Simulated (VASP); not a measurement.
Write the native input for VASP 6.6.1 that does the following.

* Task: single point
* Functional: LDA
* Potentials or basis: VASP PAW LDA potentials, release 64 (Si)
* Cutoff: 520 eV
* k mesh: 24 × 24 × 14
* Occupations: gaussian, width 0.15 eV
* Spin: no spin polarisation
* Dipole correction: no
* Further INCAR settings: ALGO = Normal; EDIFF = 1e-06; NBANDS = 11

The structure of Si lies in POSCAR:

```
Si
1.0
    2.6510666862      0.0000000000      0.0000000000
   -1.3255333431      2.2958910974      0.0000000000
    0.0000000000      0.0000000000      4.6098685497
Si
2
Direct
    0.3333333333      0.6666666667      0.2500000000
    0.6666666667      0.3333333333      0.7500000000
```

This isn't the form of Si at room conditions, which is diamond.

This cell differs from its parent crystal: strain +0.000 along x and y, +0.015 along z.

These files were run (other wordings do the same):

INCAR

```
ALGO = Normal ; EDIFF = 1E-6
ENCUT = 520 ; ISIF = 2
ISMEAR = 0 ; LASPH = True
LCHARG = False ; LREAL = False
LWAVE = False ; NBANDS = 11
NELM = 80 ; PREC = Accurate
SIGMA = 0.15
```

KPOINTS

```
k-points
0
Gamma
  24 24 14
```

Potentials or basis: VASP PAW LDA potentials, release 64 (Si).

Run with:

```bash
$ cat potpaw_LDA.64/Si/POTCAR > POTCAR
$ mpirun -np 1 vasp_std > vasp.out
```

It gave:

The pressure is -1.2 GPa and the band gap on the k mesh is zero (bands 4 and 5 overlap by 13.10 eV).

Caveat: the cell differs from its parent crystal (strain +0.000 along x and y, +0.015 along z).

Wall time 100 s on 1 thread of Intel Xeon 8259CL, with other jobs on the host, peak memory 0.22 GiB.
